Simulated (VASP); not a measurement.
Cs2AgBiBr6, 10 atoms in the cell. It takes space group Fm-3m (No. 225, cubic). Conventional cell: a = 11.250 Å, b = 11.250 Å, c = 11.250 Å, α = 90.00°, β = 90.00°, γ = 90.00°. Cs (site symmetry -43m) has 12 Br at 3.98 Å and 4 Ag at 4.87 Å and 4 Bi at 4.87 Å within 5.2 Å. Ag (site symmetry m-3m) has 6 Br at 2.78 Å within 3.7 Å. Within 3.8 Å of Bi (site symmetry m-3m) lie 6 Br at 2.85 Å. Br (site symmetry 4mm) has 1 Ag at 2.78 Å and 1 Bi at 2.85 Å within 3.7 Å. 

| Item | Value |
| --- | --- |
| Program | VASP 6.6.1 |
| Task | single point |
| Functional | PBE |
| Potentials or basis | VASP PAW PBE potentials, release 64 (Cs_sv, Ag, Bi_d, Br) |
| Cutoff | 520 eV |
| k mesh | 4 × 4 × 4 |
| Occupations | gaussian, width 0.02 eV |
| Spin | no spin polarisation |
| Dipole correction | no |
| Further INCAR settings | ALGO = Normal; EDIFF = 1e-06; NBANDS = 54 |

Potentials or basis: VASP PAW PBE potentials, release 64 (Cs_sv, Ag, Bi_d, Br).

The run is started by

```sh
$ cat potpaw_PBE.64/Cs_sv/POTCAR potpaw_PBE.64/Ag/POTCAR potpaw_PBE.64/Bi_d/POTCAR potpaw_PBE.64/Br/POTCAR > POTCAR
$ mpirun -np 1 vasp_std > vasp.out
```

Hardware: 1 thread of Intel(R) Xeon(R) 6975P-C (Granite Rapids) (shared host).

Question: Estimate the wall time of this run.

Answer: Run time: 110 s on 1 thread of Intel(R) Xeon(R) 6975P-C (Granite Rapids), on a shared host, peak memory 0.59 GiB. Counts: scf iterations 14, k points 8.
